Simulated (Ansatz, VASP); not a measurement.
TlO2 in VASP and in Ansatz

```
Tl O
1.0
     0.00000    3.54547    3.54547
     3.54547    0.00000    3.54547
     3.54547    3.54547    0.00000
Tl O
2 4
Direct
  0.00000 0.00000 0.00000
  0.25000 0.25000 0.25000
  0.62500 0.62500 0.62500
  0.12500 0.62500 0.62500
  0.62500 0.62500 0.12500
  0.62500 0.12500 0.62500
```

Alike in both runs: task relaxation of cell and atoms; functional PBE; k mesh 4 × 4 × 4; occupations gaussian, width 0.1 eV; no spin polarisation.

|  | VASP | Ansatz |
| --- | --- | --- |
| version | VASP 6.6.1 | Ansatz 0.2.0 |
| potentials or method | VASP PAW PBE potentials, release 64 (Tl_d, O), cutoff 600 eV | scalar-relativistic, plane waves, PAW |
| valence electrons in the cell | 50 | 50 |

```csv
,VASP,Ansatz,Ansatz less VASP
"gap on the k mesh at the Fermi level, each at its own relaxed structure (eV)",none,none,-
relaxed volume (Å³/atom),13.74,13.77,+0.034
relaxed cell length with the largest relative difference (Å),4.885,4.889,+0.0040
```

A gap of «none» marks a metal or a gap that the smearing closes.

The k mesh is coarse, so the values compare programs but aren't converged. Neither program's run includes spin-orbit coupling.
